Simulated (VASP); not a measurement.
BiW (rocksalt type), 2 atoms in the cell. Symmetry: Fm-3m, No. 225, cubic system. Conventional cell: a = 5.894 Å, b = 5.894 Å, c = 5.894 Å, α = 90.00°, β = 90.00°, γ = 90.00°. W (site symmetry m-3m) has 6 Bi at 2.95 Å within 3.9 Å. Bi (site symmetry m-3m) has 6 W at 2.95 Å within 3.9 Å. 

| Item | Value |
| --- | --- |
| Program | VASP 6.6.1 |
| Task | relaxation of cell and atoms |
| Functional | PBEsol |
| Potentials or basis | VASP PAW PBE potentials, release 64 (W_sv, Bi_d) |
| Cutoff | 600 eV |
| k mesh | 11 × 11 × 11 |
| Occupations | fermi-dirac, width 0.05 eV |
| Spin | no spin polarisation |
| Dipole correction | no |
| Further INCAR settings | ALGO = Normal; EDIFF = 1e-06; IBRION = 2; EDIFFG = -0.005; NSW = 60; ISIF = 3 |

Potentials or basis: VASP PAW PBE potentials, release 64 (W_sv, Bi_d).

Run with:

```console
$ cat potpaw_PBE.64/W_sv/POTCAR potpaw_PBE.64/Bi_d/POTCAR > POTCAR
$ mpirun -np 1 vasp_std > vasp.out
```

Hardware: 1 thread of Intel Xeon 8259CL (shared host).

Task: How long does it take, and how much memory?

Result: It took 8 min on 1 thread of Intel Xeon 8259CL (shared host), peak memory 0.26 GiB. Counts: scf iterations 56, k points 56, ion steps 7.
